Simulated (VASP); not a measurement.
A run of VASP 6.6.1:

INCAR

```
SYSTEM = Bi
  PREC = Accurate
  ENCUT = 520
  EDIFF = 1E-6
  ISMEAR = 0
  SIGMA = 0.01
  LREAL = .False.
  LASPH = .True.
  NELM = 80
  ALGO = Normal
  ISIF = 2
  LWAVE = .False.
  LCHARG = .True.
  GGA = PE
  LELF = .True.
  LVHAR = .True.
  NBANDS = 22
```

File KPOINTS:

```
regular mesh
0
Gamma
  8 8 8
  0 0 0
```

The input POSCAR:

```
Bi
1.0
    2.2924582305      1.3235513765      4.0467531177
   -2.2924582305      1.3235513765      4.0467531177
    0.0000000000     -2.6471027530      4.0467531177
Bi
2
Direct
    0.2337113826      0.2337113826      0.2337113826
    0.7662886174      0.7662886174      0.7662886174
```

Potentials or basis: VASP PAW PBE potentials, release 64 (Bi_d).

Run with:

```console
$ cat potpaw_PBE.64/Bi_d/POTCAR > POTCAR
$ mpirun -np 1 vasp_std > vasp.out
```

Hardware: 1 thread of Intel Xeon 8259CL, with other jobs on the host.

Question: Estimate the wall time of this run.

Answer: Run time: 110 s on 1 thread of Intel Xeon 8259CL, on a shared host, peak memory 0.25 GiB. Counts: scf iterations 10, k points 65.
